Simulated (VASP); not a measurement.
Crystal: NaLaS2.

```
Na La S
1.0
     4.20197    0.00000    0.00000
     0.00000    4.20197    0.00000
     0.00000    0.00000    5.65561
Na La S
1 1 2
Direct
  0.00000 0.00000 0.00000
  0.50000 0.50000 0.50000
  0.00000 0.00000 0.50000
  0.50000 0.50000 0.00000
```

| Quantity | Value |
| --- | --- |
| Program | VASP 6.6.1 |
| Task | relaxation of cell and atoms |
| Functional | LDA |
| Potentials or basis | VASP PAW LDA potentials, release 64 (Na_pv, La, S) |
| Cutoff | 600 eV |
| k mesh | 4 × 4 × 3 |
| Occupations | gaussian, width 0.02 eV |
| Spin | no spin polarisation |

At the start: pressure -3.6 GPa; volume 24.96 Å³/atom.

Q: How do energy, volume and symmetry change on relaxing?

A: Over 4 steps the energy falls by 17.4 meV/atom and the volume is 23.48 Å³/atom (-6.0 %); space group P4/mmm (No. 123, to 0.05 Å).

The path:
```csv
step,energy change (eV),largest force (eV/Å),pressure (GPa),volume (Å³)
1,0.0000,0.0000,-3.57,99.86
2,-0.0571,0.0000,1.59,92.03
3,-0.0674,0.0000,-0.01,94.12
4,-0.0694,0.0000,0.02,93.90
```

Final structure:
```xyz
4
Lattice="4.1069 0.0000 0.0000 0.0000 4.1069 0.0000 0.0000 0.0000 5.5673" Properties=species:S:1:pos:R:3 pbc="T T T"
Na    0.0000    0.0000    0.0000
La    2.0535    2.0535    2.7837
S     0.0000    0.0000    2.7837
S     2.0535    2.0535    0.0000
```
